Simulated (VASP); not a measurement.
# AlN (P6_3mc) in VASP: a series of runs, part 3 of 3

VASP 6.6.1. Earlier steps stand in the parts before.

### Step 4. Relaxation of cell and atoms, revPBE+D4

This run uses another cell than the first one, of 10.45 Å³/atom, 1.018 times its volume.

File INCAR:

```
PREC     = Accurate       # precision mode
ENCUT    = 600            # plane-wave cutoff, eV
EDIFF    = 1E-6           # SCF threshold, eV
ISMEAR   = -1             # smearing method
SIGMA    = 0.05           # smearing width, eV
LREAL    = False          # projectors in reciprocal space
LASPH    = True           # aspherical terms in the spheres
NELM     = 100            # most SCF steps
ALGO     = Normal         # electronic algorithm
ISIF     = 3              # what is computed and relaxed
LWAVE    = False          # write WAVECAR
LCHARG   = False          # write CHGCAR
GGA      = RE             # functional
IVDW     = 13             # dispersion correction
IBRION   = 2              # ionic algorithm
NSW      = 60             # ionic steps
EDIFFG   = -0.01          # ionic threshold
```

File KPOINTS:

```
Automatic mesh
0
Gamma
  10 10 6
```

File POSCAR:

```
AlN
1.0
    3.1130000000      0.0000000000      0.0000000000
   -1.5565000000      2.6959370820      0.0000000000
    0.0000000000      0.0000000000      4.9810000000
Al N
2 2
Direct
    0.6666666667      0.3333333333      0.5000000000
    0.3333333333      0.6666666667      0.0000000000
    0.6666666667      0.3333333333      0.8800000000
    0.3333333333      0.6666666667      0.3800000000
```

Potentials or basis: VASP PAW PBE potentials, release 64 (Al, N).

Launch:

```sh
$ cat potpaw_PBE.64/Al/POTCAR potpaw_PBE.64/N/POTCAR > POTCAR
$ mpirun -np 1 vasp_std > vasp.out
```

OUTCAR:

```text
PREC = Accurate
   ENCUT = 600
   EDIFF = 1E-6
   ISMEAR = -1
   LREAL = False
   LASPH = True
   NELM = 100
   ISIF = 3
   GGA = RE
   IVDW = 13
   IBRION = 2
   NSW = 60
   EDIFFG = -0.01

 ion  position               nearest neighbor table
   1  0.667  0.333  0.500-   3 1.89   4 1.89   4 1.89   4 1.89   2 3.07   2 3.07   2 3.07   2 3.07
                             2 3.07   2 3.07
   2  0.333  0.667  0.000-   4 1.89   3 1.89   3 1.89   3 1.89   1 3.07   1 3.07   1 3.07   1 3.07
                             1 3.07   1 3.07
   3  0.667  0.333  0.880-   1 1.89   2 1.89   2 1.89   2 1.89
   4  0.333  0.667  0.380-   2 1.89   1 1.89   1 1.89   1 1.89

  LATTYP: Found a hexagonal cell.
 ALAT       =     3.1130000000
 C/A-ratio  =     1.6000642467

  Lattice vectors:

 A1 = (   3.1130000000,   0.0000000000,   0.0000000000)
 A2 = (  -1.5565000000,   2.6959370820,   0.0000000000)
 A3 = (   0.0000000000,   0.0000000000,   4.9810000000)

Analysis of symmetry for initial positions (statically):
=====================================================================
 Subroutine PRICEL returns:
 Original cell was already a primitive cell.

 Routine SETGRP: Setting up the symmetry group for a
 hexagonal supercell.

 Subroutine GETGRP returns: Found 12 space group operations
 (whereof  6 operations were pure point group operations)
 out of a pool of 24 trial point group operations.

The static configuration has the point symmetry C_3v.
[... 165 lines left out ...]
  ---------------------------------------------------
  free energy    TOTEN  =       -28.55629321 eV

  energy without entropy =      -28.55629321  energy(sigma->0) =      -28.55629321

------------------------ aborting loop because EDIFF is reached ----------------------------------------

  DFT-D4 for vdW energy calculation

  Edisp (eV):   -2.32625
[... 201 lines left out ...]
--------------------------------------- Ionic step        6  -------------------------------------------

 number of electron      16.0000000 magnetization

 Free energy of the ion-electron system (eV)
  ---------------------------------------------------
  ext. energy  EPLUGINS =         0.00000000
  ---------------------------------------------------
  free energy    TOTEN  =       -28.51328225 eV

  energy without entropy =      -28.51328225  energy(sigma->0) =      -28.51328225

 E-fermi :   7.4084     XC(G=0): -10.9076

 val. band max:        6.4478015365   @ k =   0.0000   0.0000   0.0000
 cond. band min:      10.8615854084   @ k =   0.0000   0.0000   0.0000
 fundamental gap:      4.4137838719
 Fermi energy:         7.4083501933

 k-point     1 :       0.0000    0.0000    0.0000
  band No.  band energies     occupation
      1      -8.9058      2.00000
      2      -6.7137      2.00000
      3       0.3776      2.00000
      4       5.5607      2.00000
      5       5.5607      2.00000
      6       6.2146      2.00000
      7       6.2146      2.00000
      8       6.4478      2.00000
      9      10.8616      0.00000
     10      13.3448      0.00000
     11      17.2918      0.00000
     12      17.8003      0.00000
[... 331 lines left out ...]
 k-point    24 :       0.4000    0.1000    0.1667
  band No.  band energies     occupation
      1      -6.8840      2.00000
      2      -6.2082      2.00000
      3       0.9736      2.00000
      4       2.0057      2.00000
      5       3.3413      2.00000
      6       4.1261      2.00000
      7       5.0118      2.00000
      8       5.3479      2.00000
      9      12.0871      0.00000
     10      13.0247      0.00000
     11      15.5069      0.00000
     12      16.4182      0.00000

 [... further k-points ...]

------------------------ aborting loop because EDIFF is reached ----------------------------------------

  DFT-D4 for vdW energy calculation

  Edisp (eV):   -2.38228
[... 27 lines left out ...]
  FREE ENERGIE OF THE ION-ELECTRON SYSTEM (eV)
  ---------------------------------------------------
  free  energy   TOTEN  =       -30.8955591993 eV

  energy  without entropy=      -30.8955591992  energy(sigma->0) =      -30.89555920

 reached required accuracy - stopping structural energy minimisation
```

OSZICAR:

```text
N       E                     dE             d eps       ncg     rms          rms(c)
DAV:   1     0.607782790874E+02    0.60778E+02   -0.82335E+03  1344   0.133E+03
DAV:   2    -0.285300439183E+02   -0.89308E+02   -0.82110E+02  1992   0.250E+02
DAV:   3    -0.331573488102E+02   -0.46273E+01   -0.46007E+01  1772   0.600E+01
[... 42 lines left out ...]
       N       E                     dE             d eps       ncg     rms          rms(c)
DAV:   1    -0.285132799119E+02   -0.10145E-02   -0.17640E-02  1344   0.124E+00    0.247E-02
DAV:   2    -0.285132897958E+02   -0.98839E-05   -0.23971E-04  1624   0.138E-01    0.160E-02
DAV:   3    -0.285132832496E+02    0.65461E-05   -0.78631E-06  1620   0.283E-02    0.682E-03
DAV:   4    -0.285132822521E+02    0.99756E-06   -0.31562E-06  1288   0.162E-02
   6 F= -.30895559E+02 E0= -.30895559E+02  d E =-.463745E-04
```

Wall time 2 min (1 thread of Intel Xeon Platinum 8175M at 2.50GHz (Skylake/Cascade Lake), shared host); peak memory 0.19 GiB.

What came out:

```
Free energy                            : -30.8956 eV
Relaxed volume                         : 10.23 Å³/atom
Relaxed cell                           : a = 3.091 Å, b = 3.091 Å, c = 4.946 Å, α = 90.00°, β = 90.00°, γ = 120.00°
Space group after relaxing (to 0.05 Å) : P6_3mc (No. 186)
Energy gained by relaxing              : 3.3 meV/atom
Ionic steps                            : 6
Pressure after relaxing                : 0.0 GPa
Largest force after relaxing           : 0.006 eV/Å
Band gap on the k mesh                 : 4.41 eV, direct
Dispersion energy per atom             : -0.596 eV
```

Forces in eV/Å, atoms in the order of the input:
```
Al   0.000  0.000  0.006
Al   0.000  0.000  0.006
N    0.000  0.000 -0.006
N    0.000  0.000 -0.006
```

Step by step:
```tsv
step	energy change (eV)	largest force (eV/Å)	pressure (GPa)	volume (Å³)
1	0.0000	0.1231	-4.16	41.80
2	-0.0025	0.0982	3.95	40.18
3	-0.0128	0.0107	-0.04	40.93
4	-0.0130	0.0211	0.04	40.91
5	-0.0130	0.0243	0.07	40.91
6	-0.0130	0.0064	-0.01	40.92
```

Final structure:
```
Al N
1.0
     3.09084    0.00000    0.00000
    -1.54542    2.67675    0.00000
     0.00000    0.00000    4.94623
Al N
2 2
Cartesian
  1.5454 0.8922 2.4679
  0.0000 1.7845 4.9410
  1.5454 0.8922 4.3579
  0.0000 1.7845 1.8848
```

Caveat: the PAW data sets were made with another functional, which shifts forces and pressure a little. A k mesh can miss the band edges.

### Step 5. Single point, RPBE+D4

This run uses another cell than the first one, of 10.87 Å³/atom, 1.059 times its volume.

File INCAR:

```
PREC     = Accurate       # precision mode
ENCUT    = 520            # plane-wave cutoff, eV
EDIFF    = 1E-6           # SCF threshold, eV
ISMEAR   = -1             # smearing method
SIGMA    = 0.05           # smearing width, eV
LREAL    = F              # projectors in reciprocal space
LASPH    = T              # aspherical terms in the spheres
NELM     = 100            # most SCF steps
ALGO     = Normal         # electronic algorithm
ISIF     = 2              # what is computed and relaxed
LWAVE    = F              # write WAVECAR
LCHARG   = F              # write CHGCAR
GGA      = RP             # functional
IVDW     = 13             # dispersion correction
NBANDS   = 16             # bands
```

KPOINTS is that of step 4.

File POSCAR:

```
AlN
1.0
    3.1539652241      0.0000000000      0.0000000000
   -1.5769826120      2.7314140067      0.0000000000
    0.0000000000      0.0000000000      5.0465469904
Al N
2 2
Direct
    0.6666666667      0.3333333333      0.5000000000
    0.3333333333      0.6666666667      0.0000000000
    0.6666666667      0.3333333333      0.8800000000
    0.3333333333      0.6666666667      0.3800000000
```

Launch:

```sh
$ cat potpaw_PBE.64/Al/POTCAR potpaw_PBE.64/N/POTCAR > POTCAR
$ mpirun -np 1 vasp_std > vasp.out
```

Wall time 35 s (1 thread of AMD EPYC 7R13 (Zen 3), shared host); peak memory 0.14 GiB.

Results (log left out):

| Property | Result |
| --- | --- |
| Free energy | -30.8025 eV |
| Pressure | -10.8 GPa |
| Largest force | 0.096 eV/Å |
| Band gap on the k mesh | 3.93 eV, direct |
| Dispersion energy per atom | -0.613 eV |

Forces on the atoms (eV/Å):
```
Al   0.000  0.000 -0.096
Al   0.000  0.000 -0.096
N    0.000  0.000  0.096
N    0.000  0.000  0.096
```

Stress tensor (GPa, compression positive):
```
-11.46   0.00   0.00
  0.00 -11.46   0.00
  0.00   0.00  -9.53
```

Levels at points of the mesh, in eV from the valence-band top:
```csv
k point,band 6,band 7,band 8,band 9,band 10,band 11
"(0.00, 0.00, 0.00)",-0.17,-0.17,0.00,3.93,6.42,10.39
"(0.50, 0.00, 0.00)",-2.00,-1.70,-0.64,5.78,5.79,7.95
"(0.00, 0.00, 0.50)",-0.50,-0.50,-0.50,6.20,6.20,10.12
"(0.50, 0.00, 0.50)",-1.39,-1.31,-1.31,5.26,5.26,9.14
```

Caveat: the PAW data sets were made with another functional, which shifts forces and pressure a little. As with any semilocal functional, this RPBE gap is likely too small.

### Step 6. Summary

| task | level | cell | cutoff (eV) | gap on the mesh (eV) | pressure (GPa) | relaxed volume (Å³/atom) | largest force (eV/Å) |
| --- | --- | --- | --- | --- | --- | --- | --- |
| single point | revPBE+D4 | a = 3.094, b = 3.094, c = 4.952 Å, angles 90.0, 90.0, 120.0°, 4 atoms | 520 | 4.39 | -0.6 | - | - |
| relaxation of cell and atoms | revPBE+D3(BJ) | relaxed from a = 3.113, b = 3.113, c = 4.981 Å, angles 90.0, 90.0, 120.0°, 4 atoms | 600 | 4.34 | -0.1 | 10.31 | 0.01 |
| relaxation of cell and atoms | revPBE+D4 | relaxed from a = 3.113, b = 3.113, c = 4.981 Å, angles 90.0, 90.0, 120.0°, 4 atoms | 600 | 4.41 | 0.0 | 10.23 | 0.01 |
| single point | RPBE+D4 | a = 3.154, b = 3.154, c = 5.047 Å, angles 90.0, 90.0, 120.0°, 4 atoms | 520 | 3.93 | -10.8 | - | 0.10 |

Alike in all rows: potentials or basis VASP PAW PBE potentials, release 64 (Al, N); no spin polarisation; k mesh 10 × 10 × 6; smearing fermi-dirac 0.05 eV.

Caveats: the PAW data sets were made with another functional, which shifts forces and pressure a little.

Absolute energies hang on the potentials; compare differences alone.

### Step 7. Against experiment

Step 2. Against the measured gap of AlN, 6.034 eV (an exciton energy, a little under the gap; 10 K; quoted in “Self-assembly of well-separated AlN nanowires directly on sputtered metallic TiN films”, 2019, arxiv:1910.07391), the calculated 4.39 eV is off by -1.65 eV. 2 values of this kind are on record (6.034 to 6.0343 eV); this one was drawn at random. The value is that of revPBE+D4 on a finite k mesh, which can miss the band edges, without temperature or zero-point motion. Semilocal functionals fall short of measured gaps as a rule.
